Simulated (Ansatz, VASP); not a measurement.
**AlN: VASP beside Ansatz**

```
CELL_PARAMETERS angstrom
0.00000 2.00521 2.00521
2.00521 0.00000 2.00521
2.00521 2.00521 0.00000
ATOMIC_POSITIONS crystal
Al 0.50000 0.50000 0.50000
N 0.00000 0.00000 0.00000
```

Alike in both runs: functional LDA; k mesh 8 × 8 × 8; occupations gaussian, width 0.1 eV; no spin polarisation.

Ansatz relaxed the structure, and its values are those at the end. VASP's run is a single point on that final structure, the one shown.

```csv
,VASP,Ansatz
version,VASP 6.6.1,Ansatz 0.2.0
potentials or method,"VASP PAW LDA potentials, release 64 (Al, N), cutoff 600 eV","scalar-relativistic, plane waves, PAW"
valence electrons in the cell,8,8
```

|  | VASP | Ansatz | Ansatz less VASP |
| --- | --- | --- | --- |
| gap on the k mesh at the Fermi level (eV) | 4.70 | 4.71 | +0.014 |
| least direct gap on the mesh (eV) | 6.13 | 6.11 | -0.020 |
| pressure (GPa) | 0.6 | 0.1 | -0.52 |

LDA's correlation is that of Perdew and Zunger in VASP and of Perdew and Wang (1992) in Ansatz.
